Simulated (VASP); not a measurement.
# Te3H (P1) in VASP: single point with r2SCAN

Aim: the single point of Te3H with r2SCAN.

Everything below comes from runs of VASP 6.6.1. Logs are shortened: lines on timing, memory, paths and dates and some standing lists are left out, and cuts for length are marked.

### Step 1. The cell of the first run

The typed cell holds 8 atoms: a = 6.548 Å, b = 6.560 Å, c = 6.011 Å, α = 90.15°, β = 89.95°, γ = 60.03°.

### Step 2. Single point, r2SCAN

The input, POSCAR:

```
Te3H
1.0
    3.2724615200      5.6718276100      0.0027033500
   -3.2844484200      5.6787481100     -0.0086752200
    0.0104209100     -0.0031580900      6.0109562700
H Te
2 6
Direct
    0.9708300000      0.0132050000      0.9799760000
    0.0253180000      0.0011480000      0.5208330000
    0.3101780000      0.6820010000      0.2495590000
    0.3449600000      0.9930430000      0.7657190000
    0.0039730000      0.3183500000      0.2434740000
    0.6791370000      0.3057320000      0.7431070000
    0.6920690000      0.9828650000      0.2561120000
    0.9997330000      0.6773240000      0.7374330000
```

The input, INCAR.step1:

```
ALGO = Normal ; EDIFF = 1E-4
ENCUT = 520 ; GGA = PE
ISMEAR = 0 ; LASPH = T
LCHARG = F ; LREAL = F
LWAVE = T ; NBANDS = 29
NELM = 100 ; PREC = Accurate
SIGMA = 0.0169
```

The input, INCAR.step2:

```
ALGO = Normal ; EDIFF = 1E-6
ENCUT = 520 ; ISIF = 2
ISMEAR = 0 ; ISTART = 1
LASPH = T ; LCHARG = F
LMIXTAU = T ; LREAL = F
LWAVE = F ; METAGGA = R2SCAN
NBANDS = 29 ; NELM = 100
PREC = Accurate ; SIGMA = 0.0169
```

The input, KPOINTS:

```
Automatic mesh
0
Gamma
  3 3 3
  0 0.5 0
```

Potentials or basis: VASP PAW PBE potentials, release 64 (H, Te).

The run is started by

```bash
$ cat potpaw_PBE.64/H/POTCAR potpaw_PBE.64/Te/POTCAR > POTCAR
$ cp INCAR.step1 INCAR
$ mpirun -np 1 vasp_std > vasp.out
$ cp INCAR.step2 INCAR
$ mpirun -np 1 vasp_std > vasp.out
```

OUTCAR:

```text
EDIFF = 1E-6
   ENCUT = 520
   ISIF = 2
   ISMEAR = 0
   ISTART = 1
   LASPH = T
   LREAL = F
   METAGGA = R2SCAN
   NELM = 100
   PREC = Accurate

 ion  position               nearest neighbor table
   1  0.971  0.013  0.980-
   2  0.025  0.001  0.521-
   3  0.310  0.682  0.250-   7 3.51   8 3.58   5 3.62   4 3.63
   4  0.345  0.993  0.766-   5 3.60   3 3.63   6 3.67
   5  0.004  0.318  0.243-   4 3.60   3 3.62   7 3.68
   6  0.679  0.306  0.743-   8 3.57   7 3.58   4 3.67
   7  0.692  0.983  0.256-   3 3.51   8 3.53   6 3.58   5 3.68
   8  1.000  0.677  0.737-   7 3.53   6 3.57   3 3.58

  LATTYP: Found a triclinic cell.
 ALAT       =     6.5569234650
 B/A-ratio  =     1.9560704545
 C/A-ratio  =     1.0004954371
 COS(alpha) =     0.0001223905
 COS(beta)  =     0.5015798863
 COS(gamma) =     0.7642827734

  Lattice vectors:

 A1 = (  -6.5569099400,   0.0069205000,  -0.0113785700)
 A2 = (  -9.8189505500,  -5.6680652000,   5.9968743500)
 A3 = (  -3.2844484200,   5.6787481100,  -0.0086752200)

Analysis of symmetry for initial positions (statically):
=====================================================================
 Subroutine PRICEL returns:
 Original cell was already a primitive cell.

 Routine SETGRP: Setting up the symmetry group for a
 triclinic supercell.

 Subroutine GETGRP returns: Found  1 space group operations
 (whereof  1 operations were pure point group operations)
 out of a pool of  2 trial point group operations.

The static configuration has the point symmetry C_1 .

Analysis of symmetry for dynamics (positions and initial velocities):
=====================================================================
 Subroutine PRICEL returns:
 Original cell was already a primitive cell.

 Routine SETGRP: Setting up the symmetry group for a
 triclinic supercell.

 Subroutine GETGRP returns: Found  1 space group operations
 (whereof  1 operations were pure point group operations)
 out of a pool of  2 trial point group operations.

The dynamic configuration has the point symmetry C_1 .

 Subroutine INISYM returns: Found  1 space group operations
 (whereof  1 operations are pure point group operations),
 and found     1 'primitive' translations

----------------------------------------------------------------------------------------

                                     Primitive cell

  volume of cell :     223.6808

  direct lattice vectors                    reciprocal lattice vectors
     3.272461520  5.671827610  0.002703350     0.152604399  0.088262303 -0.000218191
    -3.284448420  5.678748110 -0.008675220    -0.152418586  0.087940458  0.000310444
     0.010420910 -0.003158090  6.010956270    -0.000288608  0.000087224  0.166363427

  length of vectors
     6.548178384  6.560172008  6.010966133     0.176290625  0.175968877  0.166363700

  position of ions in fractional coordinates (direct lattice)
     0.970830000  0.013205000  0.979976000
     0.025318000  0.001148000  0.520833000
     0.310178000  0.682001000  0.249559000
     0.344960000  0.993043000  0.765719000
     0.003973000  0.318350000  0.243474000
     0.679137000  0.305732000  0.743107000
     0.692069000  0.982865000  0.256112000
     0.999733000  0.677324000  0.737433000

  ion indices of the primitive-cell ions
   primitive index   ion index
                 1           1
                 2           2
                 3           3
                 4           4
                 5           5
                 6           6
                 7           7
                 8           8

----------------------------------------------------------------------------------------

 KPOINTS: Automatic mesh

Automatic generation of k-mesh.
 Grid dimensions read from file:
 generate k-points for:    3    3    3

 Generating k-lattice:

  Cartesian coordinates                     Fractional coordinates (reciprocal lattice)
     0.050868133  0.029420768 -0.000072730     0.333333333 -0.000000000  0.000000000
    -0.050806195  0.029313486  0.000103481    -0.000000000  0.333333333  0.000000000
    -0.000096203  0.000029075  0.055454476    -0.000000000  0.000000000  0.333333333

  Length of vectors
     0.058763542  0.058656292  0.055454567

  Shift w.r.t. Gamma in fractional coordinates (k-lattice)
     0.000000000  0.500000000  0.000000000

 Subroutine IBZKPT returns following result:
 ===========================================

 Found     14 irreducible k-points:

 Following reciprocal coordinates:
            Coordinates               Weight
 -0.000000  0.166667  0.000000      2.000000
  0.333333  0.166667  0.000000      2.000000
 -0.333333  0.166667 -0.000000      2.000000
 -0.000000  0.500000 -0.000000      1.000000
  0.333333  0.500000  0.000000      2.000000
  0.000000  0.166667  0.333333      2.000000
  0.333333  0.166667  0.333333      2.000000
 -0.333333  0.166667  0.333333      2.000000
 -0.000000  0.500000  0.333333      2.000000
  0.333333  0.500000  0.333333      2.000000
 -0.333333  0.500000  0.333333      2.000000
  0.000000 -0.166667  0.333333      2.000000
  0.333333 -0.166667  0.333333      2.000000
 -0.333333 -0.166667  0.333333      2.000000
   k-points           NKPTS =     14   k-points in BZ     NKDIM =     14   number of bands    NBANDS=     29
   number of dos      NEDOS =    301   number of ions     NIONS =      8
   total plane-waves  NPLWV = 120000
   dimension x,y,z NGX =    50 NGY =   50 NGZ =   48
   dimension x,y,z NGXF=   100 NGYF=  100 NGZF=   96
   ions per type =               2   6
   NGX,Y,Z   is equivalent  to a cutoff of  12.69, 12.67, 13.28 a.u.
   NGXF,Y,Z  is equivalent  to a cutoff of  25.39, 25.34, 26.55 a.u.
 SYSTEM =  unknown system
   PREC   = accura    normal or accurate (medium, high low for compatibility)
   ISTART =      1    job   : 0-new  1-cont  2-samecut
   ICHARG =      0    charge: 1-file 2-atom 10-const
   ISPIN  =      1    spin polarized calculation?
   LNONCOLLINEAR =      F non collinear calculations
   LSORBIT =      F    spin-orbit coupling
   LASPH  =      T    aspherical Exc in radial PAW
   ENCUT  =  520.0 eV  38.22 Ry    6.18 a.u.  12.18 12.20 11.18*2*pi/ulx,y,z
   NELM   =    100;   NELMIN=  2; NELMDL=  0     # of ELM steps
   EDIFF  = 0.1E-05   stopping-criterion for ELM
   LREAL  =      F    real-space projection
   EDIFFG = 0.1E-04   stopping-criterion for IOM
   NSW    =      0    number of steps for IOM
   IBRION =     -1    ionic relax: 0-MD 1-quasi-New 2-CG
   NFREE  =      0    steps in history (QN), initial steepest desc. (CG)
   ISIF   =      2    stress and relaxation
   ISYM   =      2    0-nonsym 1-usesym 2-fastsym
   POTIM  = 0.5000    time-step for ionic-motion
   TEBEG  =    0.0;   TEEND  =   0.0 temperature during run
   PSTRESS=    0.0 pullay stress
   NELECT =      38.0000    total number of electrons
   NUPDOWN=      -1.0000    fix difference up-down
   EMIN   =  10.00;   EMAX   =-10.00  energy-range for DOS
   EFERMI =   0.00;   METHOD = LEGACY
   ISMEAR =     0;   SIGMA  =   0.02  broadening in eV -4-tet -1-fermi 0-gaus
   EFERMI_NEDOS =   21; number of points for ismear=-14 and -15
   IALGO  =     38    algorithm
   IMIX   =      4    mixing-type and parameters
     AMIX     =   0.40;   BMIX     =  1.00
     AMIX_MAG =   1.60;   BMIX_MAG =  1.00
  volume/ion in A,a.u.               =      27.96       188.68
  Fermi-wavevector in a.u.,A,eV,Ry     =   0.906692  1.713399 11.185218  0.822090
  Thomas-Fermi vector in A             =   2.030410
   LORBIT       =      0    0 simple, 1 ext, 2 COOP (PROOUT), +10 PAW based schemes
   METAGGA = R2SCAN    functional components
   LHFCALC =     F    Hartree Fock is set to
   AEXX    =    0.0000 exact exchange contribution
   IVDW    =     0    specifies the selected vdW correction
   LEPSILON=     F    determine dielectric tensor
   LRPA    =     F    only Hartree local field effects (RPA)
 non-spin polarized calculation
 Gauss-broadening in eV      SIGMA  =   0.02
  energy-cutoff  :      520.00
  volume of cell :      223.68
 maximum number of plane-waves:      6041
 NGX is ok and might be reduce to    50
   NGX = 25   NGY = 25   NGZ = 23

 number of electron      37.9999999 magnetization

 Free energy of the ion-electron system (eV)
  ---------------------------------------------------
  ext. energy  EPLUGINS =         0.00000000
  ---------------------------------------------------
  free energy    TOTEN  =      -151.84722441 eV

  energy without entropy =     -151.84627711  energy(sigma->0) =     -151.84675076

 E-fermi :   4.6423     XC(G=0):  -9.4902

 val. band max:        4.6316363390   @ k =  -0.0000   0.1667   0.0000
 cond. band min:       4.6530009816   @ k =   0.3333   0.1667   0.0000
 fundamental gap:      0.0213646426
 Fermi energy:         4.6423186604

 k-point     1 :      -0.0000    0.1667    0.0000
  band No.  band energies     occupation
      1      -8.2343      2.00000
      2      -6.2766      2.00000
      3      -6.1438      2.00000
      4      -6.0640      2.00000
      5      -5.6992      2.00000
      6      -5.5823      2.00000
[... 21 lines left out ...]
     28      11.5730      0.00000
     29      12.4367      0.00000

 k-point     2 :       0.3333    0.1667    0.0000
  band No.  band energies     occupation
      1      -8.0413      2.00000
      2      -6.6077      2.00000
      3      -6.3613      2.00000
      4      -5.9978      2.00000
      5      -5.5956      2.00000
      6      -5.5610      2.00000
[... 21 lines left out ...]
     28      11.4092      0.00000
     29      11.6155      0.00000

 k-point     3 :      -0.3333    0.1667   -0.0000
  band No.  band energies     occupation
      1      -7.7525      2.00000
      2      -6.9670      2.00000
      3      -6.5713      2.00000
      4      -5.8390      2.00000
      5      -5.6101      2.00000
      6      -5.5830      2.00000
[... 318 lines left out ...]
      5      -5.9933      2.00000
      6      -5.8464      2.00000
[... 21 lines left out ...]
     28      10.9873      0.00000
     29      11.1177      0.00000

 k-point    14 :      -0.3333   -0.1667    0.3333
  band No.  band energies     occupation
      1      -7.6720      2.00000
      2      -6.7360      2.00000
      3      -6.3394      2.00000
      4      -6.1641      2.00000
      5      -5.8549      2.00000
      6      -5.7519      2.00000
[... 21 lines left out ...]
     28      11.4855      0.00000
     29      11.9058      0.00000

------------------------ aborting loop because EDIFF is reached ----------------------------------------

  FORCE on cell =-STRESS in cart. coord.  units (eV):
  Direction    XX          YY          ZZ          XY          YZ          ZX
  --------------------------------------------------------------------------------------
  -------------------------------------------------------------------------------------
  Total       -9.3280944     -7.9877946    -13.0086789      0.9676240      0.1591109     -0.1142985
  in kB      -66.8151187    -57.2148416    -93.1783476      6.9308813      1.1396772     -0.8186957
  external PRESSURE =     -72.4027693 kB  Pullay stress =       0.0000000 kB

 VOLUME and BASIS-vectors are now :
 -----------------------------------------------------------------------------
  energy-cutoff  :      520.00
  volume of cell :      223.68
      direct lattice vectors                 reciprocal lattice vectors
     3.272461520  5.671827610  0.002703350     0.152604399  0.088262303 -0.000218191
    -3.284448420  5.678748110 -0.008675220    -0.152418586  0.087940458  0.000310444
     0.010420910 -0.003158090  6.010956270    -0.000288608  0.000087224  0.166363427

 POSITION                                       TOTAL-FORCE (eV/Angst)
 -----------------------------------------------------------------------------------
      3.14384      5.57827      5.89310        -0.641579     -0.230866     -0.262395
      0.08451      0.14847      3.13076         0.140408      0.387747      0.242772
     -1.22235      5.63140      1.49501         0.135593     -0.034704      0.106338
     -2.12475      7.59338      4.59502        -0.019575     -0.048651      0.217890
     -1.03007      1.82959      1.46076        -0.054230      0.304622     -0.108654
      1.22603      5.58578      4.46597         0.186340     -0.096358      0.101122
     -0.96073      9.50593      1.53282         0.143183     -0.145327      0.044520
      1.05464      9.51434      4.42950         0.109860     -0.136463     -0.341593
 -----------------------------------------------------------------------------------
    total drift:                               -0.000123      0.000070      0.000010

  FREE ENERGIE OF THE ION-ELECTRON SYSTEM (eV)
  ---------------------------------------------------
  free  energy   TOTEN  =      -151.8472244135 eV

  energy  without entropy=     -151.8462771060  energy(sigma->0) =     -151.84675076
```

Wall time 7.4 min (1 thread of AMD EPYC 7R43 (Zen 3), shared host); peak memory 0.35 GiB.

What came out:

| Item | Value |
| --- | --- |
| Free energy | -151.8472 eV |
| Pressure | -7.2 GPa |
| Largest force | 0.731 eV/Å |
| Band gap on the k mesh | zero (bands 19 and 20 overlap by 0.35 eV) |

Forces in eV/Å, atoms in the order of the input:
```
H   -0.642 -0.231 -0.262
H    0.140  0.388  0.243
Te   0.136 -0.035  0.106
Te  -0.020 -0.049  0.218
Te  -0.054  0.305 -0.109
Te   0.186 -0.096  0.101
Te   0.143 -0.145  0.045
Te   0.110 -0.136 -0.342
```

Levels at points of the mesh, in eV from the Fermi level:
```csv
k point,band 16,band 17,band 18,band 19,band 20,band 21,band 22,band 23
"(0.00, 0.50, 0.00)",-1.30,-1.03,-0.38,-0.08,0.43,0.65,0.77,0.94
```

Caveat: the k points lie up to 0.37 Å⁻¹ apart; the PAW data sets were made with another functional, which shifts forces and pressure a little; spin-orbit coupling is left out, which moves the levels of the heavy elements.
